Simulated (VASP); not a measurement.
Input of a VASP 6.6.1 run:

INCAR

```
SYSTEM = KP2
ALGO = Normal
EDIFF = 1E-6
EDIFFG = -0.01
ENCUT = 600
GGA = PE
IBRION = 2
ISIF = 3
ISMEAR = 0
IVDW = 12
LASPH = .True.
LCHARG = .False.
LREAL = .False.
LWAVE = .False.
NELM = 80
NSW = 100
PREC = Accurate
SIGMA = 0.1
```

Contents of KPOINTS:

```
k-points
0
Gamma
  12 12 8
  0 0 0
```

Contents of POSCAR:

```
KP2
1.0
    3.8064032927      0.0000000000      0.0000000000
   -1.9032016464      3.2964419485      0.0000000000
    0.0000000000      0.0000000000      5.5642212329
K P
1 2
Direct
    0.0000000000      0.0000000000      0.0000000000
    0.3333333333      0.6666666667      0.5730192368
    0.6666666667      0.3333333333      0.4269807632
```

Potentials or basis: VASP PAW PBE potentials, release 64 (K_sv, P).

The run is started by

```sh
$ cat potpaw_PBE.64/K_sv/POTCAR potpaw_PBE.64/P/POTCAR > POTCAR
$ mpirun -np 1 vasp_std > vasp.out
```

(1) Predict the space group after relaxing (to 0.1 Å).

(2) Estimate the relaxed volume.

## Answers

(1) P-3m1 (No. 164).

(2) 23.19 Å³/atom.

Caveat: an odd number of electrons without spin polarisation forces a metal; a magnetic or distorted state may lie lower.
